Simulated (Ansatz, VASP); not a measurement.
# One calculation of C, two programs

File INCAR:

```
  ALGO = Normal
  EDIFF = 1E-6
  ENCUT = 910
  GGA = CA
  GGA_COMPAT = F
  ISIF = 2
  ISMEAR = -1
  LASPH = T
  LCHARG = T
  LELF = T
  LREAL = F
  LVHAR = T
  LWAVE = F
  NBANDS = 11
  NELM = 120
  PREC = Accurate
  SIGMA = 0.05
```

File KPOINTS:

```
k-points
0
Gamma
  13 13 13
```

The input POSCAR:

```
C
1.0
    0.0000000000      1.7592674508      1.7592674508
    1.7592674508      0.0000000000      1.7592674508
    1.7592674508      1.7592674508      0.0000000000
C
2
Direct
    0.7500000000      0.7500000000      0.7500000000
    0.5000000000      0.5000000000      0.5000000000
```

The input input.yaml:

```yaml
crystal:
  lattice:
    - [0.0, 1.7592674508, 1.7592674508]
    - [1.7592674508, 0.0, 1.7592674508]
    - [1.7592674508, 1.7592674508, 0.0]
  atoms:
    - { symbol: C, position: [0.75, 0.75, 0.75] }
    - { symbol: C, position: [0.5, 0.5, 0.5] }
hamiltonian:
  xc: lda
  pseudopotentials: { kind: paw }
kpoints:
  mp_grid: { grid: [13, 13, 13] }
scf:
  occupations: { method: fermi_dirac, width: 0.05 }
output:
  forces: true
  stress: true
  eigenvalues: true
```

Alike in both runs: task single point; functional LDA; k mesh 13 × 13 × 13; occupations fermi-dirac, width 0.05 eV; no spin polarisation.

|  | VASP | Ansatz |
| --- | --- | --- |
| version | VASP 6.6.1 | Ansatz 0.2.0 |
| potentials or method | VASP PAW LDA potentials, release 64 (C_h) | Ansatz PAW |
| plane-wave cutoff (eV) | 910 | 420 |
| valence electrons in the cell | 8 | 8 |

```csv
,VASP,Ansatz,Ansatz less VASP
gap on the k mesh at the Fermi level (eV),4.21,4.21,+0.002
least direct gap on the mesh (eV),5.66,5.66,-0.003
```

LDA's correlation is that of Perdew and Zunger in VASP and of Perdew and Wang (1992) in Ansatz.

Noted on VASP's run: the cutoff is short for stress, so the pressure is rough. Noted on Ansatz's run: Pulay correction over one GPa; odd divisions of the mesh miss points on the zone boundary, where band edges often lie, so the gap on the mesh can be too wide.
